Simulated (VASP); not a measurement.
# CsTl (Pm-3m) in VASP: further runs, part 3 of 3

VASP 6.6.1. The steps go on from the part before.

## Step 4: Single point, PBE (47.67 Å³/atom)

This run uses another cell than the first one, of 47.67 Å³/atom.

Contents of INCAR:

```
ALGO = Fast ; EDIFF = 1E-6
ENCUT = 520 ; GGA = PE
ISIF = 2 ; ISMEAR = 0
LASPH = True ; LCHARG = True
LELF = True ; LREAL = False
LVHAR = True ; LWAVE = False
NBANDS = 18 ; NELM = 60
PREC = Accurate ; SIGMA = 0.1
```

Contents of KPOINTS:

```
k-points
0
Gamma
  12 12 12
```

Contents of POSCAR:

```
CsTl
1.0
    4.5683946179      0.0000000000      0.0000000000
    0.0000000000      4.5683946179      0.0000000000
    0.0000000000      0.0000000000      4.5683946179
Cs Tl
1 1
Direct
    0.5000000000      0.5000000000      0.5000000000
    0.0000000000      0.0000000000      0.0000000000
```

Potentials or basis: VASP PAW PBE potentials, release 64 (Cs_sv, Tl_d).

Started as:

```console
$ cat potpaw_PBE.64/Cs_sv/POTCAR potpaw_PBE.64/Tl_d/POTCAR > POTCAR
$ mpirun -np 1 vasp_std > vasp.out
```

OUTCAR:

```text
EDIFF = 1E-6
   ENCUT = 520
   GGA = PE
   ISIF = 2
   ISMEAR = 0
   LASPH = True
   LREAL = False
   NELM = 60
   PREC = Accurate

 ion  position               nearest neighbor table
   1  0.500  0.500  0.500-
   2  0.000  0.000  0.000-

  LATTYP: Found a simple cubic cell.
 ALAT       =     4.5683946179

  Lattice vectors:

 A1 = (   4.5683946179,   0.0000000000,   0.0000000000)
 A2 = (   0.0000000000,   4.5683946179,   0.0000000000)
[... 188 lines left out ...]
      2      -8.8761      2.00000
      3      -8.8761      2.00000
      4      -8.8466      2.00000
      5      -8.8466      2.00000
      6      -8.8466      2.00000
[... 481 lines left out ...]
      5      -8.8552      2.00000
      6      -8.8155      2.00000
[... 10 lines left out ...]
     17       8.2497      0.00000
     18       8.7597      0.00000

 [... further k-points ...]
[... 5 lines left out ...]
  --------------------------------------------------------------------------------------
  -------------------------------------------------------------------------------------
  Total        0.3004970      0.3004970      0.3004970      0.0000000      0.0000000     -0.0000000
  in kB        5.0496347      5.0496347      5.0496347      0.0000000      0.0000000     -0.0000000
  external PRESSURE =       5.0496347 kB  Pullay stress =       0.0000000 kB

 VOLUME and BASIS-vectors are now :
 -----------------------------------------------------------------------------
  energy-cutoff  :      520.00
  volume of cell :       95.34
      direct lattice vectors                 reciprocal lattice vectors
     4.568394618  0.000000000  0.000000000     0.218895276  0.000000000  0.000000000
     0.000000000  4.568394618  0.000000000     0.000000000  0.218895276  0.000000000
     0.000000000  0.000000000  4.568394618     0.000000000  0.000000000  0.218895276

 POSITION                                       TOTAL-FORCE (eV/Angst)
 -----------------------------------------------------------------------------------
      2.28420      2.28420      2.28420         0.000000      0.000000      0.000000
      0.00000      0.00000      0.00000         0.000000      0.000000      0.000000
 -----------------------------------------------------------------------------------
    total drift:                                0.000000      0.000000      0.000000

  FREE ENERGIE OF THE ION-ELECTRON SYSTEM (eV)
  ---------------------------------------------------
  free  energy   TOTEN  =        -2.9119046466 eV

  energy  without entropy=       -2.8984523041  energy(sigma->0) =       -2.90517848
```

OSZICAR:

```text
N       E                     dE             d eps       ncg     rms          rms(c)
DAV:   1     0.118599598575E+03    0.11860E+03   -0.10046E+04  3056   0.102E+03
DAV:   2     0.390490844186E+01   -0.11469E+03   -0.11237E+03  3542   0.214E+02
DAV:   3    -0.287590058695E+01   -0.67808E+01   -0.67438E+01  3426   0.445E+01
DAV:   4    -0.293863753547E+01   -0.62737E-01   -0.62709E-01  3786   0.500E+00
DAV:   5    -0.293911321189E+01   -0.47568E-03   -0.47567E-03  3560   0.449E-01    0.813E-01
RMM:   6    -0.291620586657E+01    0.22907E-01   -0.34523E-02  3124   0.110E+00    0.412E-01
RMM:   7    -0.291139012296E+01    0.48157E-02   -0.24923E-02  3376   0.952E-01    0.281E-01
RMM:   8    -0.291189026024E+01   -0.50014E-03   -0.31232E-03  3610   0.290E-01    0.509E-02
RMM:   9    -0.291190821777E+01   -0.17958E-04   -0.61613E-04  3806   0.150E-01    0.338E-02
RMM:  10    -0.291190439054E+01    0.38272E-05   -0.10120E-04  3735   0.600E-02    0.742E-03
RMM:  11    -0.291190706137E+01   -0.26708E-05   -0.23119E-05  3836   0.314E-02    0.104E-02
RMM:  12    -0.291190444676E+01    0.26146E-05   -0.89728E-06  3343   0.164E-02    0.237E-03
RMM:  13    -0.291190464655E+01   -0.19979E-06   -0.13256E-06  2519   0.590E-03
   1 F= -.29119046E+01 E0= -.29051785E+01  d E =-.134523E-01
```

stdout:

```text
POSCAR found type information on POSCAR CsTl
 POSCAR found :  2 types and       2 ions
 scaLAPACK will be used
 LDA part: xc-table for (Slater+PW92), standard interpolation
 POSCAR, INCAR and KPOINTS ok, starting setup
 FFT: planning ... GRIDC
 FFT: planning ... GRID_SOFT
 FFT: planning ... GRID
 WAVECAR not read
 entering main loop
```

Wall time 1.9 min (1 thread of Intel Xeon Platinum 8375C at 2.90GHz (Ice Lake), shared host); peak memory 0.3 GiB.

Results:

```
Free energy            : -2.9119 eV
Pressure               : 0.5 GPa
Band gap on the k mesh : zero (bands 11 and 12 overlap by 2.73 eV)
```

Levels at points of the mesh, in eV from the Fermi level:
```csv
k point,band 9,band 10,band 11,band 12,band 13,band 14
"(0.00, 0.00, 0.00)",-9.30,-6.79,2.00,2.00,2.46,2.46
"(0.50, 0.00, 0.00)",-9.22,-5.80,-1.41,1.70,1.70,2.61
"(0.50, 0.50, 0.00)",-9.21,-6.01,0.26,0.26,2.11,3.12
"(0.50, 0.50, 0.50)",-9.51,-5.48,-0.72,-0.72,-0.72,5.47
```

Caveat: spin-orbit coupling is left out, which moves the levels of the heavy elements.

## Step 5: Single point, PBE (49.19 Å³/atom)

This run uses another cell than the first one, of 49.19 Å³/atom.

Contents of INCAR:

```
SYSTEM = CsTl
ALGO = Fast ; EDIFF = 1E-6
ENCUT = 520 ; GGA = PE
ISIF = 2 ; ISMEAR = 0
LASPH = .TRUE. ; LCHARG = .FALSE.
LREAL = .FALSE. ; LWAVE = .FALSE.
NBANDS = 18 ; NELM = 80
PREC = Accurate ; SIGMA = 0.1
```

Contents of KPOINTS:

```
k-points
0
G
  12 12 12
  0 0 0
```

Contents of POSCAR:

```
CsTl
1.0
    4.6164865165      0.0000000000      0.0000000000
    0.0000000000      4.6164865165      0.0000000000
    0.0000000000      0.0000000000      4.6164865165
Cs Tl
1 1
Direct
    0.5000000000      0.5000000000      0.5000000000
    0.0000000000      0.0000000000      0.0000000000
```

Started as:

```console
$ cat potpaw_PBE.64/Cs_sv/POTCAR potpaw_PBE.64/Tl_d/POTCAR > POTCAR
$ mpirun -np 1 vasp_std > vasp.out
```

Wall time 1.7 min (1 thread of Intel Xeon Platinum 8375C at 2.90GHz (Ice Lake), shared host); peak memory 0.31 GiB.

The run converged. Its results:

```yaml
Free_energy: -2.9194 eV
Pressure: 0.2 GPa
Band_gap_on_the_k_mesh: zero (bands 11 and 12 overlap by 2.69 eV)
```

Levels at points of the mesh, in eV from the Fermi level:
```csv
k point,band 8,band 9,band 10,band 11,band 12,band 13,band 14,band 15
"(0.00, 0.00, 0.00)",-9.33,-9.33,-6.75,2.02,2.02,2.38,2.38,2.38
"(0.50, 0.00, 0.00)",-9.25,-9.25,-5.83,-1.37,1.68,1.68,2.62,5.46
"(0.50, 0.50, 0.00)",-9.67,-9.24,-6.00,0.23,0.23,2.07,3.03,3.86
"(0.50, 0.50, 0.50)",-9.53,-9.53,-5.51,-0.67,-0.67,-0.67,5.30,5.30
```

Caveat: spin-orbit coupling is left out, which moves the levels of the heavy elements.

## Step 6: Single point, PBE

This run uses another cell than the first one, of 50.71 Å³/atom.

Contents of INCAR:

```
SYSTEM = CsTl
PREC = Accurate ; ENCUT = 520
EDIFF = 1E-7 ; ISMEAR = 0
SIGMA = 0.1 ; LREAL = .False.
LASPH = .True. ; NELM = 80
ALGO = Fast ; ISIF = 2
LWAVE = .False. ; LCHARG = .True.
GGA = PE ; LELF = .True.
LVHAR = .True. ; NBANDS = 18
```

Contents of KPOINTS:

```
Automatic mesh
0
Gamma
  12 12 12
  0 0 0
```

Contents of POSCAR:

```
CsTl
1.0
    4.6635967755      0.0000000000      0.0000000000
    0.0000000000      4.6635967755      0.0000000000
    0.0000000000      0.0000000000      4.6635967755
Cs Tl
1 1
Direct
    0.5000000000      0.5000000000      0.5000000000
    0.0000000000      0.0000000000      0.0000000000
```

Potentials or basis: VASP PAW PBE potentials, release 64 (Cs_sv, Tl_d).

Started as:

```console
$ cat potpaw_PBE.64/Cs_sv/POTCAR potpaw_PBE.64/Tl_d/POTCAR > POTCAR
$ mpirun -np 1 vasp_std > vasp.out
```

OUTCAR:

```text
SYSTEM = CsTl
   PREC = Accurate
   ENCUT = 520
   EDIFF = 1E-7
   ISMEAR = 0
   LREAL = .False.
   LASPH = .True.
   NELM = 80
   ISIF = 2
   GGA = PE

 ion  position               nearest neighbor table
   1  0.500  0.500  0.500-
   2  0.000  0.000  0.000-

  LATTYP: Found a simple cubic cell.
 ALAT       =     4.6635967755

  Lattice vectors:

 A1 = (   4.6635967755,   0.0000000000,   0.0000000000)
 A2 = (   0.0000000000,   4.6635967755,   0.0000000000)
 A3 = (   0.0000000000,   0.0000000000,   4.6635967755)

Analysis of symmetry for initial positions (statically):
=====================================================================
 Subroutine PRICEL returns:
 Original cell was already a primitive cell.

 Routine SETGRP: Setting up the symmetry group for a
 simple cubic supercell.

 Subroutine GETGRP returns: Found 48 space group operations
 (whereof 48 operations were pure point group operations)
 out of a pool of 48 trial point group operations.

The static configuration has the point symmetry O_h .

Analysis of symmetry for dynamics (positions and initial velocities):
[... 154 lines left out ...]
  ---------------------------------------------------
  ext. energy  EPLUGINS =         0.00000000
  ---------------------------------------------------
  free energy    TOTEN  =        -2.92196633 eV

  energy without entropy =       -2.90802682  energy(sigma->0) =       -2.91499657

 E-fermi :   2.5154     XC(G=0):  -7.7739

 val. band max:        2.5127486419   @ k =   0.5000   0.4167   0.0833
 cond. band min:       2.5216724701   @ k =   0.4167   0.3333   0.2500
 fundamental gap:      0.0089238282
 Fermi energy:         2.5153832253

 k-point     1 :       0.0000    0.0000    0.0000
  band No.  band energies     occupation
      1     -20.1132      2.00000
      2      -9.1937      2.00000
      3      -9.1937      2.00000
      4      -9.1716      2.00000
      5      -9.1716      2.00000
      6      -9.1716      2.00000
[... 481 lines left out ...]
      5      -9.1766      2.00000
      6      -9.1444      2.00000
[... 10 lines left out ...]
     17       7.7349      0.00000
     18       8.2342      0.00000

 [... further k-points ...]
[... 5 lines left out ...]
  --------------------------------------------------------------------------------------
  -------------------------------------------------------------------------------------
  Total       -0.0048060     -0.0048060     -0.0048060      0.0000000      0.0000000     -0.0000000
  in kB       -0.0759155     -0.0759155     -0.0759155      0.0000000      0.0000000     -0.0000000
  external PRESSURE =      -0.0759155 kB  Pullay stress =       0.0000000 kB

 VOLUME and BASIS-vectors are now :
 -----------------------------------------------------------------------------
  energy-cutoff  :      520.00
  volume of cell :      101.43
      direct lattice vectors                 reciprocal lattice vectors
     4.663596776  0.000000000  0.000000000     0.214426771  0.000000000  0.000000000
     0.000000000  4.663596776  0.000000000     0.000000000  0.214426771  0.000000000
     0.000000000  0.000000000  4.663596776     0.000000000  0.000000000  0.214426771

 POSITION                                       TOTAL-FORCE (eV/Angst)
 -----------------------------------------------------------------------------------
      2.33180      2.33180      2.33180         0.000000      0.000000      0.000000
      0.00000      0.00000      0.00000         0.000000      0.000000      0.000000
 -----------------------------------------------------------------------------------
    total drift:                                0.000000      0.000000      0.000000

  FREE ENERGIE OF THE ION-ELECTRON SYSTEM (eV)
  ---------------------------------------------------
  free  energy   TOTEN  =        -2.9219663306 eV

  energy  without entropy=       -2.9080268176  energy(sigma->0) =       -2.91499657
```

Wall time 1.9 min (1 thread of Intel Xeon Platinum 8375C at 2.90GHz (Ice Lake), shared host); peak memory 0.31 GiB.

What came out:

```
Free energy            : -2.9220 eV
Pressure               : 0.0 GPa
Band gap on the k mesh : zero (bands 11 and 12 overlap by 2.65 eV)
```

Levels at points of the mesh, in eV from the Fermi level:
```csv
k point,band 8,band 9,band 10,band 11,band 12,band 13,band 14,band 15
"(0.00, 0.00, 0.00)",-9.36,-9.36,-6.70,2.02,2.02,2.31,2.31,2.31
"(0.50, 0.00, 0.00)",-9.29,-9.29,-5.86,-1.34,1.66,1.66,2.62,5.33
"(0.50, 0.50, 0.00)",-9.67,-9.28,-5.99,0.20,0.20,2.04,2.95,3.77
"(0.50, 0.50, 0.50)",-9.55,-9.55,-5.53,-0.62,-0.62,-0.62,5.15,5.15
```

Caveat: spin-orbit coupling is left out, which moves the levels of the heavy elements.

## Step 7: Overview

```csv
cell,k mesh,gap on the mesh (eV),pressure (GPa)
"a = 4.523 Å, 2 atoms",4 × 4 × 4,none,0.9
"a = 4.519 Å, 2 atoms",12 × 12 × 12,none,0.8
"a = 4.568 Å, 2 atoms",12 × 12 × 12,none,0.5
"a = 4.616 Å, 2 atoms",12 × 12 × 12,none,0.2
"a = 4.664 Å, 2 atoms",12 × 12 × 12,none,0.0
```

Alike in all rows: task single point; level PBE; potentials or basis VASP PAW PBE potentials, release 64 (Cs_sv, Tl_d); no spin polarisation; cutoff (eV) 520; smearing gaussian 0.1 eV.

Caveats: spin-orbit coupling is left out, which moves the levels of the heavy elements.

Total energies depend on the potentials used, so only differences within one code and one set of settings carry meaning.

The gap in the log of VASP goes by the Fermi energy; the results here count the filled bands.